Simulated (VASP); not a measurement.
CsBOs: single point with PBE

The system is CsBOs.

```
Cs B Os
1.0
     4.36755    0.00000    0.00000
     0.00000    4.36755    0.00000
     0.00000    0.00000    8.08512
Cs B Os
2 2 2
Direct
  0.00000 0.00000 0.50000
  0.50000 0.50000 0.50000
  0.50000 0.00000 0.77545
  0.00000 0.50000 0.22455
  0.50000 0.00000 0.99830
  0.00000 0.50000 0.00170
```

```
Program             : VASP 6.6.1
Task                : single point
Functional          : PBE
Potentials or basis : VASP PAW PBE potentials, release 64 (Cs_sv, B, Os)
Cutoff              : 520 eV
k mesh              : 6 × 6 × 2
Occupations         : gaussian, width 0.1 eV
Spin                : no spin polarisation
```

The pressure is 0.8 GPa and the largest force is 0.226 eV/Å. The band gap on the k mesh is zero (bands 20 and 21 overlap by 1.15 eV).

Forces on the atoms (eV/Å):
```
Cs   0.000  0.000  0.000
Cs   0.000  0.000  0.000
B    0.000  0.000 -0.170
B    0.000  0.000  0.170
Os   0.000  0.000  0.226
Os   0.000  0.000 -0.226
```

Stress tensor (GPa, compression positive):
```
0.77 0.00 0.00
0.00 0.77 0.00
0.00 0.00 0.97
```

Levels at points of the mesh, in eV from the Fermi level:
```
           k point  band 16  band 17  band 18  band 19  band 20  band 21  band 22  band 23  band 24  band 25
(0.00, 0.00, 0.00)    -1.96    -1.20    -1.01    -1.01    -0.43     0.93     1.88     1.93     2.05     2.05
(0.50, 0.00, 0.00)    -1.83    -1.07    -1.07    -0.93    -0.93    -0.22    -0.22     2.20     2.20     3.00
(0.50, 0.50, 0.00)    -1.93    -1.41    -1.41    -0.26    -0.26     0.43     0.43     2.67     2.67     3.46
(0.00, 0.00, 0.50)    -2.14    -2.09    -1.13    -1.13     0.93     1.21     1.21     1.47     1.87     1.88
(0.50, 0.00, 0.50)    -1.81    -1.07    -1.07    -0.90    -0.90    -0.20    -0.20     2.06     2.06     2.72
(0.50, 0.50, 0.50)    -1.44    -1.09    -1.09    -0.26    -0.26     0.65     0.65     1.48     1.48     2.75
```

It took 39 s on 1 thread of Intel(R) Xeon(R) 6975P-C (Granite Rapids) (shared host), peak memory 0.28 GiB.

Caveat: the k points lie up to 0.39 Å⁻¹ apart, too coarse for converged energies and pressures of a metal; spin-orbit coupling is left out, which moves the levels of the heavy elements.
